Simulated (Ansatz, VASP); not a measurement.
## Two plane-wave programs on CuO

```
Cu O
1.0
     2.34635   -1.71415    0.00000
     2.34635    1.71415    0.00000
    -0.85192    0.00000    5.06587
Cu O
2 2
Direct
  0.00330 0.49670 0.00000
  0.49670 0.00330 0.50000
  0.57190 0.40730 0.26020
  0.40730 0.57190 0.76020
```

Alike in both runs: task single point; functional r2SCAN; k mesh 7 × 7 × 4; occupations fermi-dirac, width 0.05 eV; collinear spin.

|  | VASP | Ansatz |
| --- | --- | --- |
| version | VASP 6.6.1 | Ansatz 0.2.0 |
| potentials or method | VASP PAW PBE potentials, release 64 (Cu, O), cutoff 520 eV | PAW, plane waves, scalar-relativistic |
| valence electrons in the cell | 34 | 50 |

Ansatz gave:

* pressure (GPa): 0.2
* traceless stress, the component that is largest in VASP (GPa): -0.49
* rms of the force components (eV/Å): 0.603
* net moment per atom (μB): 0.48
* size of the moment on the site where the two differ most (μB): 0.64

Question: Which values does VASP return?

Answer: Pressure (GPa): -0.4; traceless stress, the component that is largest in VASP (GPa): -1.97; rms of the force components (eV/Å): 0.566; net moment per atom (μB): 0.00; size of the moment on the site where the two differ most (μB): 0.00.

The net moments are unlike, so the other rows may belong to different states. VASP's potentials were made for PBE, not for r2SCAN. Site moments also hang on the region over which each program counts them. Atom by atom the forces differ by 0.069 eV/Å (rms over components). VASP's potentials hold 34 valence electrons a cell and Ansatz's 50, so a difference there can come from the potentials and not from the codes. Ansatz's warnings: stability check not made.
